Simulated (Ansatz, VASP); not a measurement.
# One calculation of Nb, two programs

```
CELL_PARAMETERS angstrom
-1.65581 1.65581 1.65581
1.65581 -1.65581 1.65581
1.65581 1.65581 -1.65581
ATOMIC_POSITIONS crystal
Nb 0.00000 0.00000 0.00000
```

Alike in both runs: functional PBE; k mesh 18 × 18 × 18; occupations fermi-dirac, width 0.08 eV; no spin polarisation.

Ansatz relaxed the structure, and its values are those at the end. VASP's run is a single point on that final structure, the one shown.

|  | VASP | Ansatz |
| --- | --- | --- |
| version | VASP 6.6.1 | Ansatz 0.2.0 |
| potentials or method | VASP PAW PBE potentials, release 64 (Nb_sv) | PAW with Ansatz's default frozen-core files, scalar-relativistic |
| plane-wave cutoff (eV) | 520 | 420 |
| valence electrons in the cell | 13 | 13 |

|  | VASP | Ansatz | Ansatz less VASP |
| --- | --- | --- | --- |
| pressure (GPa) | -0.3 | 0.0 | +0.32 |

With one functional, cell and mesh, what is left measures potentials, basis and numerics.
